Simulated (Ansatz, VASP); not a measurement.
**Ir: VASP beside Ansatz**

Contents of INCAR:

```
SYSTEM = Ir
PREC = Accurate
ENCUT = 500
EDIFF = 1E-6
ISMEAR = 0
SIGMA = 0.15
LREAL = .False.
LASPH = .True.
NELM = 120
ALGO = Normal
ISIF = 2
LWAVE = .False.
LCHARG = .False.
NBANDS = 14
GGA_COMPAT = .False.
```

KPOINTS

```
regular mesh
0
Gamma
  8 8 8
  0 0 0
```

POSCAR

```
Ir
1.0
    0.0000000000      1.7589449499      2.2866284348
    1.7589449499      0.0000000000      2.2866284348
    1.7589449499      1.7589449499      0.0000000000
Ir
1
Direct
    0.0000000000      0.0000000000      0.0000000000
```

Input for Ansatz:

```yaml
crystal:
  lattice:
    - [0.0, 1.7589449499, 2.2866284348]
    - [1.7589449499, 0.0, 2.2866284348]
    - [1.7589449499, 1.7589449499, 0.0]
  atoms:
    - { symbol: Ir, position: [0.0, 0.0, 0.0] }
basis:
  ecutwfc: 420
kpoints:
  mp_grid: { grid: [8, 8, 8] }
hamiltonian:
  xc: lda
scf:
  occupations: { method: gaussian, width: 0.15 }
output:
  forces: true
  stress: true
  eigenvalues: true
```

Alike in both runs: task single point; functional LDA; k mesh 8 × 8 × 8; occupations gaussian, width 0.15 eV; no spin polarisation.

|  | VASP | Ansatz |
| --- | --- | --- |
| version | VASP 6.6.1 | Ansatz 0.2.0 |
| potentials or method | VASP PAW LDA potentials, release 64 (Ir_sv_GW), cutoff 500 eV | scalar-relativistic, plane waves, PAW |
| valence electrons in the cell | 17 | 17 |

Ansatz gave:

| Item | Value |
| --- | --- |
| gap on the k mesh at the Fermi level (eV) | none |
| pressure (GPa) | 10.2 |
| traceless stress, the component that is largest in VASP (GPa) | -47.26 |

**Question.** Estimate VASP's values.

**Answer.** gap on the k mesh at the Fermi level (eV): none; pressure (GPa): 8.4; traceless stress, the component that is largest in VASP (GPa): -47.43.

LDA's correlation is that of Perdew and Zunger in VASP and of Perdew and Wang (1992) in Ansatz. A gap of «none» marks a metal or a gap that the smearing closes.

Spin-orbit coupling is off throughout.
